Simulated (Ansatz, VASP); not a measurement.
## One calculation of Ta, two programs

```
Ta
1.0
    -1.65291    1.65291    1.65291
     1.65291   -1.65291    1.65291
     1.65291    1.65291   -1.65291
Ta
1
Cartesian
  0.0000 0.0000 0.0000
```

Alike in both runs: functional r2SCAN; k mesh 18 × 18 × 18; occupations fermi-dirac, width 0.1 eV; no spin polarisation.

Ansatz relaxed the structure, and its values are those at the end. VASP's run is a single point on that final structure, the one shown.

|  | VASP | Ansatz |
| --- | --- | --- |
| version | VASP 6.6.1 | Ansatz 0.2.0 |
| potentials or method | VASP PAW PBE potentials, release 64 (Ta_pv) | PAW with Ansatz's default frozen-core files, scalar-relativistic |
| plane-wave cutoff (eV) | 550 | 500 |
| valence electrons in the cell | 11 | 13 |

```csv
,VASP,Ansatz,Ansatz less VASP
pressure (GPa),0.6,0.0,-0.62
```

VASP's potentials were made for PBE, not for r2SCAN. With one functional, cell and mesh, what is left measures potentials, basis and numerics. VASP's potentials hold 11 valence electrons a cell and Ansatz's 13, so a difference there can come from the potentials and not from the codes.

Spin-orbit coupling is off throughout.
